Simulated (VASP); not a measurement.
# Ti4O in VASP: a series of runs

Ti4O is run at these levels: PBEsol; tasks: single point.

All numbers are computed with VASP 6.6.1; they aren't measurements. Logs are shortened: lines on timing, memory, paths and dates and some standing lists are left out, and cuts for length are marked.

## (1) The cell of the first run

The cell holds a slab with vacuum, 5 atoms: a = 2.868 Å, b = 2.868 Å, c = 26.025 Å, α = 90.00°, β = 90.00°, γ = 120.00°.

## (2) Single point, PBEsol

Contents of INCAR:

```
PREC     = Accurate       # precision mode
ENCUT    = 520            # plane-wave cutoff, eV
EDIFF    = 1E-6           # SCF threshold, eV
ISMEAR   = 0              # smearing method
SIGMA    = 0.1            # smearing width, eV
LREAL    = False          # projectors in reciprocal space
LASPH    = True           # aspherical terms in the spheres
NELM     = 60             # most SCF steps
ALGO     = Normal         # electronic algorithm
ISIF     = 2              # what is computed and relaxed
LWAVE    = False          # write WAVECAR
LCHARG   = False          # write CHGCAR
LDIPOL   = True         
IDIPOL   = 3            
DIPOL    = 0.5 0.5 0.494
GGA      = PS             # functional
NBANDS   = 35             # bands
```

Contents of KPOINTS:

```
Automatic mesh
0
Gamma
  12 12 1
```

Contents of POSCAR:

```
Ti4O
1.0
    2.8679135954      0.0000000000      0.0000000000
   -1.4339567977      2.4836860295      0.0000000000
    0.0000000000      0.0000000000     26.0249249352
Ti O
4 1
Direct
    0.6666666667      0.3333333333      0.3266099719
    0.3333333333      0.6666666667      0.4165868556
    0.0000000000      0.0000000000      0.5080269110
    0.6666666667      0.3333333333      0.5921085072
    1.3333333333      0.6666666667      0.6276971762
```

Potentials or basis: VASP PAW PBE potentials, release 64 (Ti_sv, O).

On the command line:

```
$ cat potpaw_PBE.64/Ti_sv/POTCAR potpaw_PBE.64/O/POTCAR > POTCAR
$ mpirun -np 1 vasp_std > vasp.out
```

OUTCAR:

```text
PREC = Accurate
   ENCUT = 520
   EDIFF = 1E-6
   ISMEAR = 0
   LREAL = False
   LASPH = True
   NELM = 60
   ISIF = 2
   GGA = PS

 ion  position               nearest neighbor table
   1  0.667  0.333  0.327-   2 2.87   2 2.87   2 2.87
   2  0.333  0.667  0.417-   1 2.87   1 2.87   1 2.87   3 2.90   3 2.90   3 2.90
   3  0.000  0.000  0.508-   4 2.74   4 2.74   4 2.74   2 2.90   2 2.90   2 2.90
   4  0.667  0.333  0.592-   5 1.90   5 1.90   5 1.90   3 2.74   3 2.74   3 2.74
   5  0.333  0.667  0.628-   4 1.90   4 1.90   4 1.90

  LATTYP: Found a hexagonal cell.
 ALAT       =     2.8679135954
 C/A-ratio  =     9.0745149983

  Lattice vectors:

 A1 = (   2.8679135954,   0.0000000000,   0.0000000000)
 A2 = (  -1.4339567977,   2.4836860295,   0.0000000000)
 A3 = (   0.0000000000,   0.0000000000,  26.0249249352)

Analysis of symmetry for initial positions (statically):
=====================================================================
 Subroutine PRICEL returns:
 Original cell was already a primitive cell.

 Routine SETGRP: Setting up the symmetry group for a
 hexagonal supercell.

 Subroutine GETGRP returns: Found  6 space group operations
 (whereof  6 operations were pure point group operations)
 out of a pool of 24 trial point group operations.

The static configuration has the point symmetry C_3v.

Analysis of symmetry for dynamics (positions and initial velocities):
=====================================================================
 Subroutine PRICEL returns:
 Original cell was already a primitive cell.

 Routine SETGRP: Setting up the symmetry group for a
 hexagonal supercell.

 Subroutine GETGRP returns: Found  6 space group operations
 (whereof  6 operations were pure point group operations)
 out of a pool of 24 trial point group operations.

The dynamic configuration has the point symmetry C_3v.

 Subroutine INISYM returns: Found  6 space group operations
 (whereof  6 operations are pure point group operations),
 and found     1 'primitive' translations

----------------------------------------------------------------------------------------

                                     Primitive cell

  volume of cell :     185.3755

  direct lattice vectors                    reciprocal lattice vectors
     2.867913595  0.000000000  0.000000000     0.348685540  0.201313690  0.000000000
    -1.433956798  2.483686029  0.000000000     0.000000000  0.402627380  0.000000000
     0.000000000  0.000000000 26.024924935     0.000000000  0.000000000  0.038424703

  length of vectors
     2.867913595  2.867913595 26.024924935     0.402627380  0.402627380  0.038424703

  position of ions in fractional coordinates (direct lattice)
     0.666666667  0.333333333  0.326609972
     0.333333333  0.666666667  0.416586856
     0.000000000  0.000000000  0.508026911
     0.666666667  0.333333333  0.592108507
     0.333333333  0.666666667  0.627697176

  ion indices of the primitive-cell ions
   primitive index   ion index
                 1           1
                 2           2
                 3           3
                 4           4
                 5           5

----------------------------------------------------------------------------------------

 KPOINTS: Automatic mesh

Automatic generation of k-mesh.
 Grid dimensions read from file:
 generate k-points for:   12   12    1

 Generating k-lattice:

  Cartesian coordinates                     Fractional coordinates (reciprocal lattice)
     0.029057128  0.016776141  0.000000000     0.083333333  0.000000000  0.000000000
     0.000000000  0.033552282  0.000000000     0.000000000  0.083333333  0.000000000
     0.000000000  0.000000000  0.038424703     0.000000000  0.000000000  1.000000000

  Length of vectors
     0.033552282  0.033552282  0.038424703

  Shift w.r.t. Gamma in fractional coordinates (k-lattice)
     0.000000000  0.000000000  0.000000000

 Subroutine IBZKPT returns following result:
 ===========================================

 Found     19 irreducible k-points:

 Following reciprocal coordinates:
            Coordinates               Weight
  0.000000  0.000000  0.000000      1.000000
  0.083333  0.000000  0.000000      6.000000
  0.166667 -0.000000  0.000000      6.000000
  0.250000  0.000000  0.000000      6.000000
  0.333333 -0.000000  0.000000      6.000000
  0.416667  0.000000  0.000000      6.000000
[... 11 lines left out ...]
  0.333333  0.250000  0.000000     12.000000
  0.333333  0.333333  0.000000      2.000000
   k-points           NKPTS =     19   k-points in BZ     NKDIM =     19   number of bands    NBANDS=     35
   number of dos      NEDOS =    301   number of ions     NIONS =      5
   total plane-waves  NPLWV = 112896
   dimension x,y,z NGX =    24 NGY =   24 NGZ =  196
   dimension x,y,z NGXF=    48 NGYF=   48 NGZF=  392
   ions per type =               4   1
   NGX,Y,Z   is equivalent  to a cutoff of  13.91, 13.91, 12.52 a.u.
   NGXF,Y,Z  is equivalent  to a cutoff of  27.82, 27.82, 25.04 a.u.
 SYSTEM =  unknown system
   PREC   = accura    normal or accurate (medium, high low for compatibility)
   ISTART =      0    job   : 0-new  1-cont  2-samecut
   ICHARG =      2    charge: 1-file 2-atom 10-const
   ISPIN  =      1    spin polarized calculation?
   LNONCOLLINEAR =      F non collinear calculations
   LSORBIT =      F    spin-orbit coupling
   LASPH  =      T    aspherical Exc in radial PAW
   ENCUT  =  520.0 eV  38.22 Ry    6.18 a.u.   5.33  5.33 48.39*2*pi/ulx,y,z
   NELM   =     60;   NELMIN=  2; NELMDL= -5     # of ELM steps
   EDIFF  = 0.1E-05   stopping-criterion for ELM
   LREAL  =      F    real-space projection
   EDIFFG = 0.1E-04   stopping-criterion for IOM
   NSW    =      0    number of steps for IOM
   IBRION =     -1    ionic relax: 0-MD 1-quasi-New 2-CG
   NFREE  =      0    steps in history (QN), initial steepest desc. (CG)
   ISIF   =      2    stress and relaxation
   ISYM   =      2    0-nonsym 1-usesym 2-fastsym
   POTIM  = 0.5000    time-step for ionic-motion
   TEBEG  =    0.0;   TEEND  =   0.0 temperature during run
   PSTRESS=    0.0 pullay stress
   NELECT =      54.0000    total number of electrons
   NUPDOWN=      -1.0000    fix difference up-down
   EMIN   =  10.00;   EMAX   =-10.00  energy-range for DOS
   EFERMI =   0.00;   METHOD = LEGACY
   ISMEAR =     0;   SIGMA  =   0.10  broadening in eV -4-tet -1-fermi 0-gaus
   EFERMI_NEDOS =   21; number of points for ismear=-14 and -15
   IALGO  =     38    algorithm
   IMIX   =      4    mixing-type and parameters
     AMIX     =   0.40;   BMIX     =  1.00
     AMIX_MAG =   1.60;   BMIX_MAG =  1.00
  volume/ion in A,a.u.               =      37.08       250.20
  Fermi-wavevector in a.u.,A,eV,Ry     =   1.085231  2.050788 16.023926  1.177725
  Thomas-Fermi vector in A             =   2.221339
   LORBIT       =      0    0 simple, 1 ext, 2 COOP (PROOUT), +10 PAW based schemes
   GGA     = PS    functional components
   LHFCALC =     F    Hartree Fock is set to
   AEXX    =    0.0000 exact exchange contribution
   IVDW    =     0    specifies the selected vdW correction
   LEPSILON=     F    determine dielectric tensor
   LRPA    =     F    only Hartree local field effects (RPA)
 non-spin polarized calculation
 Gauss-broadening in eV      SIGMA  =   0.10
  energy-cutoff  :      520.00
  volume of cell :      185.38
 maximum number of plane-waves:      5023
 NGX is ok and might be reduce to    24
   NGX = 11   NGY = 11   NGZ = 97

 dipolmoment           0.000000      0.000000     -0.027331 electrons x Angstroem

 number of electron      53.9999997 magnetization

 dipolmoment           0.000000      0.000000      0.045736 electrons x Angstroem

 Free energy of the ion-electron system (eV)
  ---------------------------------------------------
  ext. energy  EPLUGINS =         0.00000000
  ---------------------------------------------------
  free energy    TOTEN  =       -41.69024638 eV

  energy without entropy =      -41.65973646  energy(sigma->0) =      -41.67499142

 E-fermi :   0.0788     XC(G=0):  -5.2285

 val. band max:        0.0748813428   @ k =   0.4167   0.0000   0.0000
 cond. band min:       0.1015706332   @ k =   0.2500   0.0833   0.0000
 fundamental gap:      0.0266892904
 Fermi energy:         0.0788267605

 k-point     1 :       0.0000    0.0000    0.0000
  band No.  band energies     occupation
      1     -56.7048      2.00000
      2     -56.5265      2.00000
      3     -56.2875      2.00000
      4     -55.9441      2.00000
      5     -33.1922      2.00000
      6     -32.9919      2.00000
[... 27 lines left out ...]
     34       2.0452      0.00000
     35       2.0452      0.00000

 k-point     2 :       0.0833    0.0000    0.0000
  band No.  band energies     occupation
      1     -56.6968      2.00000
      2     -56.5197      2.00000
      3     -56.2812      2.00000
      4     -55.9380      2.00000
      5     -33.1794      2.00000
      6     -32.9829      2.00000
[... 27 lines left out ...]
     34       1.7726      0.00000
     35       1.9758      0.00000

 k-point     3 :       0.1667   -0.0000    0.0000
  band No.  band energies     occupation
      1     -56.6747      2.00000
      2     -56.5012      2.00000
      3     -56.2640      2.00000
      4     -55.9213      2.00000
      5     -33.1517      2.00000
      6     -33.0017      2.00000
[... 27 lines left out ...]
     34       1.5650      0.00000
     35       1.9656      0.00000
[... 533 lines left out ...]
 k-point    18 :       0.3333    0.2500    0.0000
  band No.  band energies     occupation
      1     -56.5719      2.00000
      2     -56.4153      2.00000
      3     -56.1841      2.00000
      4     -55.8439      2.00000
      5     -33.4900      2.00000
      6     -33.1926      2.00000
[... 27 lines left out ...]
     34       2.4504      0.00000
     35       2.7940      0.00000

 k-point    19 :       0.3333    0.3333    0.0000
  band No.  band energies     occupation
      1     -56.5678      2.00000
      2     -56.4119      2.00000
      3     -56.1809      2.00000
      4     -55.8408      2.00000
      5     -33.4488      2.00000
      6     -33.2680      2.00000
[... 27 lines left out ...]
     34       2.6979      0.00000
     35       2.7066      0.00000

------------------------ aborting loop because EDIFF is reached ----------------------------------------

 vacuum level on the upper side and lower side of the slab       (xc-potential included)         0.558        -0.576

  FORCE on cell =-STRESS in cart. coord.  units (eV):
  Direction    XX          YY          ZZ          XY          YZ          ZX
  --------------------------------------------------------------------------------------
  -------------------------------------------------------------------------------------
  Total        2.4026678      2.4026678      2.0509886      0.0000000      0.0000000     -0.0000000
  in kB       20.7659626     20.7659626     17.7264424      0.0000000      0.0000000     -0.0000000
  external PRESSURE =      19.7527892 kB  Pullay stress =       0.0000000 kB

 VOLUME and BASIS-vectors are now :
 -----------------------------------------------------------------------------
  energy-cutoff  :      520.00
  volume of cell :      185.38
      direct lattice vectors                 reciprocal lattice vectors
     2.867913595  0.000000000  0.000000000     0.348685540  0.201313690  0.000000000
    -1.433956798  2.483686029  0.000000000     0.000000000  0.402627380  0.000000000
     0.000000000  0.000000000 26.024924935     0.000000000  0.000000000  0.038424703

 POSITION                                       TOTAL-FORCE (eV/Angst)
 -----------------------------------------------------------------------------------
      1.43396      0.82790      8.50000        -0.000000      0.000000      0.524080
     -0.00000      1.65579     10.84164        -0.000000     -0.000000     -0.426484
      0.00000      0.00000     13.22136        -0.000000      0.000000     -1.691741
      1.43396      0.82790     15.40958         0.000000     -0.000000      1.520589
     -0.00000      1.65579     16.33577         0.000000      0.000000      0.073557
 -----------------------------------------------------------------------------------
    total drift:                               -0.000000      0.000000      0.001459

  FREE ENERGIE OF THE ION-ELECTRON SYSTEM (eV)
  ---------------------------------------------------
  free  energy   TOTEN  =       -41.6902463846 eV

  energy  without entropy=      -41.6597364623  energy(sigma->0) =      -41.67499142

 vacuum level on the upper side and lower side of the slab         5.905         4.744
```

Run time: 3 min. Hardware: 1 thread of Intel Xeon 6975P-C (Granite Rapids), shared host; peak memory 0.37 GiB.

What came out:

```
Free energy            : -41.6902 eV
Largest force          : 1.692 eV/Å
Band gap on the k mesh : zero (bands 27 and 28 overlap by 0.73 eV)
```

Forces on the atoms (eV/Å):
```
Ti   0.000  0.000  0.524
Ti   0.000  0.000 -0.426
Ti   0.000  0.000 -1.692
Ti   0.000  0.000  1.521
O    0.000  0.000  0.074
```

Levels at points of the mesh, in eV from the Fermi level:
| k point | band 23 | band 24 | band 25 | band 26 | band 27 | band 28 | band 29 | band 30 | band 31 | band 32 |
| --- | --- | --- | --- | --- | --- | --- | --- | --- | --- | --- |
| (0.00, 0.00, 0.00) | -3.10 | -0.37 | -0.08 | 0.41 | 0.52 | 0.82 | 0.82 | 1.00 | 1.00 | 1.04 |
| (0.50, 0.00, 0.00) | -1.99 | -1.58 | -1.21 | -0.38 | 0.04 | 0.49 | 1.00 | 1.11 | 1.35 | 1.70 |

Caveat: the PAW data sets were made with another functional, which shifts forces and pressure a little.

## (3) Single point, PBEsol

Contents of INCAR:

```
SYSTEM = Ti4O
PREC = Accurate ; ENCUT = 520
EDIFF = 1E-6 ; ISMEAR = 0
SIGMA = 0.1 ; LREAL = .FALSE.
LASPH = .TRUE. ; NELM = 80
ALGO = Normal ; ISIF = 2
LWAVE = .FALSE. ; LCHARG = .FALSE.
LDIPOL = .TRUE. ; IDIPOL = 3
DIPOL = 0.5 0.5 0.497 ; GGA = PS
NBANDS = 35
```

Contents of KPOINTS:

```
regular mesh
0
G
  12 12 1
  0 0 0
```

Changes to POSCAR since step 2:

```diff
@@ -12,2 +12,2 @@
     0.6666666667      0.3333333333      0.5921085072
-    1.3333333333      0.6666666667      0.6276971762
+    1.3333333333      0.6666666667      0.6392245870
```

Potentials or basis: VASP PAW PBE potentials, release 64 (Ti_sv, O).

On the command line:

```
$ cat potpaw_PBE.64/Ti_sv/POTCAR potpaw_PBE.64/O/POTCAR > POTCAR
$ mpirun -np 1 vasp_std > vasp.out
```

OUTCAR:

```text
SYSTEM = Ti4O
   PREC = Accurate
   ENCUT = 520
   EDIFF = 1E-6
   ISMEAR = 0
   LREAL = .FALSE.
   LASPH = .TRUE.
   NELM = 80
   ISIF = 2
   GGA = PS

 ion  position               nearest neighbor table
   1  0.667  0.333  0.327-   2 2.87   2 2.87   2 2.87
   2  0.333  0.667  0.417-   1 2.87   1 2.87   1 2.87   3 2.90   3 2.90   3 2.90
   3  0.000  0.000  0.508-   4 2.74   4 2.74   4 2.74   2 2.90   2 2.90   2 2.90
   4  0.667  0.333  0.592-   5 2.06   5 2.06   5 2.06   3 2.74   3 2.74   3 2.74
   5  0.333  0.667  0.639-   4 2.06   4 2.06   4 2.06

[... 925 lines left out ...]
  -------------------------------------------------------------------------------------
  Total       -0.6715179     -0.6715179     -4.1242899      0.0000000     -0.0000000      0.0000000
  in kB       -5.8038470     -5.8038470    -35.6457305      0.0000000     -0.0000000      0.0000000
  external PRESSURE =     -15.7511415 kB  Pullay stress =       0.0000000 kB

 VOLUME and BASIS-vectors are now :
 -----------------------------------------------------------------------------
  energy-cutoff  :      520.00
  volume of cell :      185.38
      direct lattice vectors                 reciprocal lattice vectors
     2.867913595  0.000000000  0.000000000     0.348685540  0.201313690  0.000000000
    -1.433956798  2.483686029  0.000000000     0.000000000  0.402627380  0.000000000
     0.000000000  0.000000000 26.024924935     0.000000000  0.000000000  0.038424703

 POSITION                                       TOTAL-FORCE (eV/Angst)
 -----------------------------------------------------------------------------------
      1.43396      0.82790      8.50000        -0.000000      0.000000      0.542471
     -0.00000      1.65579     10.84164         0.000000     -0.000000     -0.509870
      0.00000      0.00000     13.22136         0.000000      0.000000     -1.075538
      1.43396      0.82790     15.40958         0.000000     -0.000000      5.138850
     -0.00000      1.65579     16.63577        -0.000000      0.000000     -4.095913
 -----------------------------------------------------------------------------------
    total drift:                               -0.000000      0.000000      0.000705

  FREE ENERGIE OF THE ION-ELECTRON SYSTEM (eV)
  ---------------------------------------------------
  free  energy   TOTEN  =       -41.0434273086 eV

  energy  without entropy=      -41.0129663094  energy(sigma->0) =      -41.02819681

 vacuum level on the upper side and lower side of the slab         7.223         3.981
```

stdout:

```text
POSCAR found type information on POSCAR TiO
 POSCAR found :  2 types and       5 ions
 scaLAPACK will be used
 -----------------------------------------------------------------------------
|                                                                             |
|                                                                             |
|     You enforced a specific xc type in the INCAR file but a different       |
|     I HOPE YOU KNOW WHAT YOU ARE DOING!                                     |
|                                                                             |
 -----------------------------------------------------------------------------

 LDA part: xc-table for (Slater+PW92), standard interpolation
 POSCAR, INCAR and KPOINTS ok, starting setup
 FFT: planning ... GRIDC
 FFT: planning ... GRID_SOFT
 FFT: planning ... GRID
 WAVECAR not read
 entering main loop
```

Run time: 2.7 min. Hardware: 1 thread of Intel Xeon 6975P-C (Granite Rapids), shared host; peak memory 0.37 GiB.

What came out:

```yaml
Free_energy: -41.0434 eV
Largest_force: 5.139 eV/Å
Band_gap_on_the_k_mesh: zero (bands 27 and 28 overlap by 0.68 eV)
```

Forces in eV/Å, atoms in the order of the input:
```
Ti   0.000  0.000  0.542
Ti   0.000  0.000 -0.510
Ti   0.000  0.000 -1.076
Ti   0.000  0.000  5.139
O    0.000  0.000 -4.096
```

Caveat: the PAW data sets were made with another functional, which shifts forces and pressure a little.

[end of part 1 of 2]

The gap in the log of VASP goes by the Fermi energy; the results here count the filled bands.